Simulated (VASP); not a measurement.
Set up this calculation in VASP 6.6.1, as the native input.

```
Task                   : single point
Functional             : r2SCAN
Potentials or basis    : VASP PAW PBE potentials, release 64 (Si, O)
Cutoff                 : 520 eV
k mesh                 : 8 × 8 × 8
Occupations            : gaussian, width 0.1 eV
Spin                   : collinear spin, ferromagnetic start
Starting moments       : [0.0, 1.09, 1.09] μB
Dipole correction      : no
Further INCAR settings : ALGO = Normal; EDIFF = 1e-07; NBANDS = 19
```

Crystal: SiO2.

```
CELL_PARAMETERS angstrom
-1.18924 1.18924 4.88200
1.18924 -1.18924 4.88200
1.18924 1.18924 -4.88200
ATOMIC_POSITIONS crystal
Si 0.00000 0.00000 0.00000
O 0.60973 0.60973 0.00000
O 0.39027 0.39027 0.00000
```

These files were run (other wordings do the same):

POSCAR

```
SiO2
1.0
   -1.1892442685      1.1892442685      4.8819992122
    1.1892442685     -1.1892442685      4.8819992122
    1.1892442685      1.1892442685     -4.8819992122
Si O
1 2
Direct
    0.0000000000      0.0000000000      0.0000000000
    0.6097258940      0.6097258940      0.0000000000
    0.3902741060      0.3902741060      0.0000000000
```

INCAR.step1

```
SYSTEM = SiO2
ALGO = Normal
EDIFF = 1E-4
ENCUT = 520
GGA = PE
ISMEAR = 0
ISPIN = 2
LASPH = .True.
LCHARG = .False.
LREAL = .False.
LWAVE = .True.
MAGMOM = 0 1.09 1.09
NBANDS = 19
NELM = 150
PREC = Accurate
SIGMA = 0.1
```

INCAR.step2

```
SYSTEM = SiO2
ALGO = Normal
EDIFF = 1E-7
ENCUT = 520
ISIF = 2
ISMEAR = 0
ISPIN = 2
ISTART = 1
LASPH = .True.
LCHARG = .False.
LMIXTAU = .True.
LORBIT = 11
LREAL = .False.
LWAVE = .False.
MAGMOM = 0 1.09 1.09
METAGGA = R2SCAN
NBANDS = 19
NELM = 150
PREC = Accurate
SIGMA = 0.1
```

KPOINTS

```
k-points
0
Gamma
  8 8 8
  0 0 0
```

Potentials or basis: VASP PAW PBE potentials, release 64 (Si, O).

Run with:

```bash
$ cat potpaw_PBE.64/Si/POTCAR potpaw_PBE.64/O/POTCAR > POTCAR
$ cp INCAR.step1 INCAR
$ mpirun -np 1 vasp_std > vasp.out
$ cp INCAR.step2 INCAR
$ mpirun -np 1 vasp_std > vasp.out
```

It gave:

```json
{
 "Pressure": "1.0 GPa",
 "Largest force": "0.070 eV/Å",
 "Band gap on the k mesh": "0.46 eV",
 "Net moment": "0.00 μB per cell",
 "Valence electrons inside the program's atomic spheres": "Si 1.30; O 5.08"
}
```

Caveat: semilocal functionals underestimate gaps, and a narrow one can read as zero; the PAW data sets were made with another functional, which shifts forces and pressure a little.

It took 13 min on 1 thread of Intel(R) Xeon(R) Platinum 8259CL CPU @ 2.50GHz (Skylake/Cascade Lake) (shared host), peak memory 0.32 GiB.
